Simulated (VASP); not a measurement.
Wanted: the native input for a VASP 6.6.1 run.

* Task: relaxation of the atoms
* Functional: PBE
* Potentials or basis: VASP PAW PBE potentials, release 64 (Si, Mo_sv, N)
* Cutoff: 520 eV
* k mesh: 8 × 8 × 1
* Occupations: gaussian, width 0.1 eV
* Spin: no spin polarisation
* Dipole correction: yes
* Atoms held fixed (from 0): [0, 4, 1, 2, 5, 3, 6]
* Further INCAR settings: ALGO = Normal; EDIFF = 1e-06; IBRION = 2; EDIFFG = -0.025; NSW = 36

The structure of Si4Mo2N lies in POSCAR:

```
Si4Mo2N
1.0
    3.2169717285      0.0000000000      0.0000000000
    0.0000000000      3.2169717285      0.0000000000
    0.0000000000      0.0000000000     21.8787970046
Si Mo N
4 2 1
Selective dynamics
Direct
    0.0000000000      0.0000000000      0.1828254085  F F F
    0.0000000000      0.0000000000      0.3015081460  F F F
    0.5000000000      0.5000000000      0.3593659936  F F F
    0.5000000000      0.5000000000      0.4743769505  F F F
    0.5000000000      0.5000000000      0.2421667772  F F F
    0.0000000000      0.0000000000      0.4192862006  F F F
    0.5000000000      0.5000000000      0.5575625114  F F T
```

These files were run (other wordings do the same):

INCAR

```
  PREC = Accurate
  ENCUT = 520
  EDIFF = 1E-6
  ISMEAR = 0
  SIGMA = 0.1
  LREAL = False
  LASPH = True
  NELM = 60
  ALGO = Normal
  ISIF = 2
  LWAVE = False
  LCHARG = False
  LDIPOL = True
  IDIPOL = 3
  DIPOL = 0.5 0.5 0.362
  GGA = PE
  IBRION = 2
  NSW = 36
  EDIFFG = -0.025
```

KPOINTS

```
regular mesh
0
Gamma
  8 8 1
```

Potentials or basis: VASP PAW PBE potentials, release 64 (Si, Mo_sv, N).

Command:

```sh
$ cat potpaw_PBE.64/Si/POTCAR potpaw_PBE.64/Mo_sv/POTCAR potpaw_PBE.64/N/POTCAR > POTCAR
$ mpirun -np 1 vasp_std > vasp.out
```

Results of the run:

The energy gained by relaxing is 27.3 meV/atom and the ionic steps are 3.

Run time: 7.6 min on 1 thread of Intel(R) Xeon(R) 6975P-C (Granite Rapids), with other jobs on the host, peak memory 0.36 GiB.
